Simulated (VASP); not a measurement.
# TePb (TePb (100), 3 layers) in VASP: single point with r2SCAN

Aim: the single point of TePb (TePb (100), 3 layers) with r2SCAN.

Program: VASP 6.6.1. These are calculated values, not measurements. Logs are shortened: lines on timing, memory, paths and dates and some standing lists are left out, and cuts for length are marked.

### Step 1. The cell of the first run

The cell holds a slab with vacuum, 6 atoms: a = 4.619 Å, b = 4.619 Å, c = 22.533 Å, α = 90.00°, β = 90.00°, γ = 90.00°.

### Step 2. Single point, r2SCAN

The input, POSCAR:

```
TePb
1.0
    4.6194726010      0.0000000000      0.0000000000
    0.0000000000      4.6194726010      0.0000000000
    0.0000000000      0.0000000000     22.5329000000
Pb Te
3 3
Direct
    0.2500000000      0.2500000000      0.3550359518
    0.7500000000      0.7500000000      0.5000000000
    0.2500000000      0.2500000000      0.6449640482
    0.7500000000      0.7500000000      0.3550359518
    0.2500000000      0.2500000000      0.5000000000
    0.7500000000      0.7500000000      0.6449640482
```

The input, INCAR.step1:

```
  PREC = Accurate
  ENCUT = 520
  ISMEAR = -1
  SIGMA = 0.02
  LREAL = F
  LASPH = T
  NELM = 60
  LDIPOL = T
  IDIPOL = 3
  DIPOL = 0.5 0.5 0.500
  NBANDS = 39
  GGA = PE
  ALGO = Normal
  EDIFF = 1E-4
  LWAVE = T
  LCHARG = F
```

The input, INCAR.step2:

```
  PREC = Accurate
  ENCUT = 520
  EDIFF = 1E-7
  ISMEAR = -1
  SIGMA = 0.02
  LREAL = F
  LASPH = T
  NELM = 60
  ALGO = Normal
  ISIF = 2
  LWAVE = F
  LCHARG = F
  LDIPOL = T
  IDIPOL = 3
  DIPOL = 0.5 0.5 0.500
  METAGGA = R2SCAN
  LMIXTAU = T
  NBANDS = 39
  ISTART = 1
```

The input, KPOINTS:

```
regular mesh
0
Gamma
  7 7 1
```

Potentials or basis: VASP PAW PBE potentials, release 64 (Pb_d, Te).

Launch:

```sh
$ cat potpaw_PBE.64/Pb_d/POTCAR potpaw_PBE.64/Te/POTCAR > POTCAR
$ cp INCAR.step1 INCAR
$ mpirun -np 1 vasp_std > vasp.out
$ cp INCAR.step2 INCAR
$ mpirun -np 1 vasp_std > vasp.out
```

OUTCAR:

```text
PREC = Accurate
   ENCUT = 520
   EDIFF = 1E-7
   ISMEAR = -1
   LREAL = F
   LASPH = T
   NELM = 60
   ISIF = 2
   METAGGA = R2SCAN
   ISTART = 1

 ion  position               nearest neighbor table
   1  0.250  0.250  0.355-   4 3.27   4 3.27   4 3.27   4 3.27   5 3.27
   2  0.750  0.750  0.500-   5 3.27   5 3.27   5 3.27   5 3.27   6 3.27   4 3.27
   3  0.250  0.250  0.645-   6 3.27   6 3.27   6 3.27   6 3.27   5 3.27
   4  0.750  0.750  0.355-   1 3.27   1 3.27   1 3.27   1 3.27   2 3.27
   5  0.250  0.250  0.500-   2 3.27   2 3.27   2 3.27   2 3.27   3 3.27   1 3.27
   6  0.750  0.750  0.645-   3 3.27   3 3.27   3 3.27   3 3.27   2 3.27

  LATTYP: Found a simple tetragonal cell.
 ALAT       =     4.6194726010
 C/A-ratio  =     4.8778079115

  Lattice vectors:

 A1 = (   4.6194726010,   0.0000000000,   0.0000000000)
 A2 = (   0.0000000000,   4.6194726010,   0.0000000000)
 A3 = (   0.0000000000,   0.0000000000,  22.5329000000)

Analysis of symmetry for initial positions (statically):
=====================================================================
 Subroutine PRICEL returns:
 Original cell was already a primitive cell.

 Routine SETGRP: Setting up the symmetry group for a
 simple tetragonal supercell.

 Subroutine GETGRP returns: Found 16 space group operations
 (whereof  4 operations were pure point group operations)
 out of a pool of 16 trial point group operations.

The static configuration has the point symmetry C_2v.
 The point group associated with its full space group is D_4h.

Analysis of symmetry for dynamics (positions and initial velocities):
=====================================================================
 Subroutine PRICEL returns:
 Original cell was already a primitive cell.

 Routine SETGRP: Setting up the symmetry group for a
 simple tetragonal supercell.

 Subroutine GETGRP returns: Found 16 space group operations
 (whereof  4 operations were pure point group operations)
 out of a pool of 16 trial point group operations.

The dynamic configuration has the point symmetry C_2v.
 The point group associated with its full space group is D_4h.

 Subroutine INISYM returns: Found 16 space group operations
 (whereof  4 operations are pure point group operations),
 and found     1 'primitive' translations

----------------------------------------------------------------------------------------

                                     Primitive cell

  volume of cell :     480.8414

  direct lattice vectors                    reciprocal lattice vectors
     4.619472601  0.000000000  0.000000000     0.216474928  0.000000000  0.000000000
     0.000000000  4.619472601  0.000000000     0.000000000  0.216474928  0.000000000
     0.000000000  0.000000000 22.532900000     0.000000000  0.000000000  0.044379552

  length of vectors
     4.619472601  4.619472601 22.532900000     0.216474928  0.216474928  0.044379552

  position of ions in fractional coordinates (direct lattice)
     0.250000000  0.250000000  0.355035952
     0.750000000  0.750000000  0.500000000
     0.250000000  0.250000000  0.644964048
     0.750000000  0.750000000  0.355035952
     0.250000000  0.250000000  0.500000000
     0.750000000  0.750000000  0.644964048

  ion indices of the primitive-cell ions
   primitive index   ion index
                 1           1
                 2           2
                 3           3
                 4           4
                 5           5
                 6           6

----------------------------------------------------------------------------------------

 KPOINTS: regular mesh

Automatic generation of k-mesh.
 Grid dimensions read from file:
 generate k-points for:    7    7    1

 Generating k-lattice:

  Cartesian coordinates                     Fractional coordinates (reciprocal lattice)
     0.030924990  0.000000000  0.000000000     0.142857143  0.000000000  0.000000000
     0.000000000  0.030924990  0.000000000     0.000000000  0.142857143  0.000000000
     0.000000000  0.000000000  0.044379552     0.000000000  0.000000000  1.000000000

  Length of vectors
     0.030924990  0.030924990  0.044379552

  Shift w.r.t. Gamma in fractional coordinates (k-lattice)
     0.000000000  0.000000000  0.000000000

 Subroutine IBZKPT returns following result:
 ===========================================

 Found     10 irreducible k-points:

 Following reciprocal coordinates:
            Coordinates               Weight
  0.000000  0.000000  0.000000      1.000000
  0.142857  0.000000  0.000000      4.000000
  0.285714  0.000000  0.000000      4.000000
  0.428571  0.000000  0.000000      4.000000
  0.142857  0.142857  0.000000      4.000000
  0.285714  0.142857  0.000000      8.000000
  0.428571  0.142857  0.000000      8.000000
  0.285714  0.285714  0.000000      4.000000
  0.428571  0.285714  0.000000      8.000000
  0.428571  0.428571  0.000000      4.000000
   k-points           NKPTS =     10   k-points in BZ     NKDIM =     10   number of bands    NBANDS=     39
   number of dos      NEDOS =    301   number of ions     NIONS =      6
   total plane-waves  NPLWV = 217728
   dimension x,y,z NGX =    36 NGY =   36 NGZ =  168
   dimension x,y,z NGXF=    72 NGYF=   72 NGZF=  336
   ions per type =               3   3
   NGX,Y,Z   is equivalent  to a cutoff of  12.96, 12.96, 12.39 a.u.
   NGXF,Y,Z  is equivalent  to a cutoff of  25.91, 25.91, 24.79 a.u.
 SYSTEM =  unknown system
   PREC   = accura    normal or accurate (medium, high low for compatibility)
   ISTART =      1    job   : 0-new  1-cont  2-samecut
   ICHARG =      0    charge: 1-file 2-atom 10-const
   ISPIN  =      1    spin polarized calculation?
   LNONCOLLINEAR =      F non collinear calculations
   LSORBIT =      F    spin-orbit coupling
   LASPH  =      T    aspherical Exc in radial PAW
   ENCUT  =  520.0 eV  38.22 Ry    6.18 a.u.   8.59  8.59 41.90*2*pi/ulx,y,z
   NELM   =     60;   NELMIN=  2; NELMDL=  0     # of ELM steps
   EDIFF  = 0.1E-06   stopping-criterion for ELM
   LREAL  =      F    real-space projection
   EDIFFG = 0.1E-05   stopping-criterion for IOM
   NSW    =      0    number of steps for IOM
   IBRION =     -1    ionic relax: 0-MD 1-quasi-New 2-CG
   NFREE  =      0    steps in history (QN), initial steepest desc. (CG)
   ISIF   =      2    stress and relaxation
   ISYM   =      2    0-nonsym 1-usesym 2-fastsym
   POTIM  = 0.5000    time-step for ionic-motion
   TEBEG  =    0.0;   TEEND  =   0.0 temperature during run
   PSTRESS=    0.0 pullay stress
   NELECT =      60.0000    total number of electrons
   NUPDOWN=      -1.0000    fix difference up-down
   EMIN   =  10.00;   EMAX   =-10.00  energy-range for DOS
   EFERMI =   0.00;   METHOD = LEGACY
   ISMEAR =    -1;   SIGMA  =   0.02  broadening in eV -4-tet -1-fermi 0-gaus
   EFERMI_NEDOS =   21; number of points for ismear=-14 and -15
   IALGO  =     38    algorithm
   IMIX   =      4    mixing-type and parameters
     AMIX     =   0.40;   BMIX     =  1.00
     AMIX_MAG =   1.60;   BMIX_MAG =  1.00
  volume/ion in A,a.u.               =      80.14       540.81
  Fermi-wavevector in a.u.,A,eV,Ry     =   0.818072  1.545931  9.105577  0.669241
  Thomas-Fermi vector in A             =   1.928633
   LORBIT       =      0    0 simple, 1 ext, 2 COOP (PROOUT), +10 PAW based schemes
   METAGGA = R2SCAN    functional components
   LHFCALC =     F    Hartree Fock is set to
   AEXX    =    0.0000 exact exchange contribution
   IVDW    =     0    specifies the selected vdW correction
   LEPSILON=     F    determine dielectric tensor
   LRPA    =     F    only Hartree local field effects (RPA)
 non-spin polarized calculation
  energy-cutoff  :      520.00
  volume of cell :      480.84
 maximum number of plane-waves:     12981
 NGX is ok and might be reduce to    36
   NGX = 17   NGY = 17   NGZ = 83

 dipolmoment           0.000000      0.000000      0.000000 electrons x Angstroem

 number of electron      60.0000002 magnetization

 dipolmoment           0.000000      0.000000     -0.000000 electrons x Angstroem

 Free energy of the ion-electron system (eV)
  ---------------------------------------------------
  ext. energy  EPLUGINS =         0.00000000
  ---------------------------------------------------
  free energy    TOTEN  =      -247.38117719 eV

  energy without entropy =     -247.38117719  energy(sigma->0) =     -247.38117719

 E-fermi :   0.0077     XC(G=0):  -4.6322

 val. band max:       -0.4550973999   @ k =   0.4286   0.0000   0.0000
 cond. band min:       0.7261578803   @ k =   0.4286   0.0000   0.0000
 fundamental gap:      1.1812552802
 Fermi energy:         0.0077167280

 k-point     1 :       0.0000    0.0000    0.0000
  band No.  band energies     occupation
      1     -17.9288      2.00000
      2     -17.9251      2.00000
      3     -17.8659      2.00000
      4     -17.8659      2.00000
      5     -17.8659      2.00000
      6     -17.8659      2.00000
[... 31 lines left out ...]
     38       4.5156      0.00000
     39       4.5340      0.00000

 k-point     2 :       0.1429    0.0000    0.0000
  band No.  band energies     occupation
      1     -17.9263      2.00000
      2     -17.9228      2.00000
      3     -17.8669      2.00000
      4     -17.8668      2.00000
      5     -17.8659      2.00000
      6     -17.8658      2.00000
[... 31 lines left out ...]
     38       4.1277      0.00000
     39       4.3827      0.00000

 k-point     3 :       0.2857    0.0000    0.0000
  band No.  band energies     occupation
      1     -17.9210      2.00000
      2     -17.9179      2.00000
      3     -17.8691      2.00000
      4     -17.8689      2.00000
      5     -17.8658      2.00000
      6     -17.8655      2.00000
[... 31 lines left out ...]
     38       3.0347      0.00000
     39       3.9648      0.00000

 k-point     4 :       0.4286    0.0000    0.0000
  band No.  band energies     occupation
      1     -17.9168      2.00000
      2     -17.9142      2.00000
      3     -17.8709      2.00000
      4     -17.8706      2.00000
      5     -17.8658      2.00000
      6     -17.8653      2.00000
[... 31 lines left out ...]
     38       2.3441      0.00000
     39       3.1399      0.00000

 k-point     5 :       0.1429    0.1429    0.0000
  band No.  band energies     occupation
      1     -17.9241      2.00000
      2     -17.9207      2.00000
      3     -17.8670      2.00000
      4     -17.8667      2.00000
      5     -17.8667      2.00000
      6     -17.8667      2.00000
[... 31 lines left out ...]
     38       4.3563      0.00000
     39       4.3938      0.00000

 k-point     6 :       0.2857    0.1429    0.0000
  band No.  band energies     occupation
      1     -17.9192      2.00000
      2     -17.9160      2.00000
      3     -17.8690      2.00000
      4     -17.8688      2.00000
      5     -17.8667      2.00000
      6     -17.8664      2.00000
[... 31 lines left out ...]
     38       4.1097      0.00000
     39       4.5120      0.00000

 k-point     7 :       0.4286    0.1429    0.0000
  band No.  band energies     occupation
      1     -17.9154      2.00000
      2     -17.9125      2.00000
      3     -17.8707      2.00000
      4     -17.8704      2.00000
      5     -17.8665      2.00000
      6     -17.8662      2.00000
[... 31 lines left out ...]
     38       3.2779      0.00000
     39       3.5876      0.00000

 k-point     8 :       0.2857    0.2857    0.0000
  band No.  band energies     occupation
      1     -17.9153      2.00000
      2     -17.9119      2.00000
      3     -17.8689      2.00000
      4     -17.8685      2.00000
      5     -17.8684      2.00000
      6     -17.8684      2.00000
[... 31 lines left out ...]
     38       4.5926      0.00000
     39       5.0883      0.00000

 k-point     9 :       0.4286    0.2857    0.0000
  band No.  band energies     occupation
      1     -17.9123      2.00000
      2     -17.9088      2.00000
      3     -17.8702      2.00000
      4     -17.8701      2.00000
      5     -17.8683      2.00000
      6     -17.8683      2.00000
[... 31 lines left out ...]
     38       4.4176      0.00000
     39       4.9351      0.00000

 k-point    10 :       0.4286    0.4286    0.0000
  band No.  band energies     occupation
      1     -17.9101      2.00000
      2     -17.9060      2.00000
      3     -17.8699      2.00000
      4     -17.8699      2.00000
      5     -17.8698      2.00000
      6     -17.8697      2.00000
[... 31 lines left out ...]
     38       5.2936      0.00000
     39       5.6598      0.00000

------------------------ aborting loop because EDIFF is reached ----------------------------------------

 vacuum level on the upper side and lower side of the slab       (xc-potential included)        -0.020        -0.020

  FORCE on cell =-STRESS in cart. coord.  units (eV):
  Direction    XX          YY          ZZ          XY          YZ          ZX
  --------------------------------------------------------------------------------------
  -------------------------------------------------------------------------------------
  Total       -1.0931565     -1.0931565     -3.0136270      0.0000000      0.0000000     -0.0000000
  in kB       -3.6424284     -3.6424284    -10.0414909      0.0000000      0.0000000     -0.0000000
  external PRESSURE =      -5.7754493 kB  Pullay stress =       0.0000000 kB

 VOLUME and BASIS-vectors are now :
 -----------------------------------------------------------------------------
  energy-cutoff  :      520.00
  volume of cell :      480.84
      direct lattice vectors                 reciprocal lattice vectors
     4.619472601  0.000000000  0.000000000     0.216474928  0.000000000  0.000000000
     0.000000000  4.619472601  0.000000000     0.000000000  0.216474928  0.000000000
     0.000000000  0.000000000 22.532900000     0.000000000  0.000000000  0.044379552

 POSITION                                       TOTAL-FORCE (eV/Angst)
 -----------------------------------------------------------------------------------
      1.15487      1.15487      7.99999        -0.000000     -0.000000      0.406705
      3.46460      3.46460     11.26645         0.000000     -0.000000      0.000000
      1.15487      1.15487     14.53291        -0.000000      0.000000     -0.406705
      3.46460      3.46460      7.99999         0.000000      0.000000      0.044678
      1.15487      1.15487     11.26645         0.000000     -0.000000      0.000000
      3.46460      3.46460     14.53291         0.000000      0.000000     -0.044678
 -----------------------------------------------------------------------------------
    total drift:                                0.000000      0.000000     -0.000000

  FREE ENERGIE OF THE ION-ELECTRON SYSTEM (eV)
  ---------------------------------------------------
  free  energy   TOTEN  =      -247.3811771883 eV

  energy  without entropy=     -247.3811771883  energy(sigma->0) =     -247.38117719

 vacuum level on the upper side and lower side of the slab         4.161         4.161
```

It took 34 min on 1 thread of Oxide Virtual Turin-like, shared host; peak memory 0.61 GiB.

Results:

```yaml
Free_energy: -247.3812 eV
Largest_force: 0.407 eV/Å
Band_gap_on_the_k_mesh: 1.18 eV, direct
```

Forces on the atoms (eV/Å):
```
Pb   0.000  0.000  0.407
Pb   0.000  0.000  0.000
Pb   0.000  0.000 -0.407
Te   0.000  0.000  0.045
Te   0.000  0.000  0.000
Te   0.000  0.000 -0.045
```

Caveat: the PAW data sets were made with another functional, which shifts forces and pressure a little; spin-orbit coupling is left out, which moves the levels of the heavy elements.
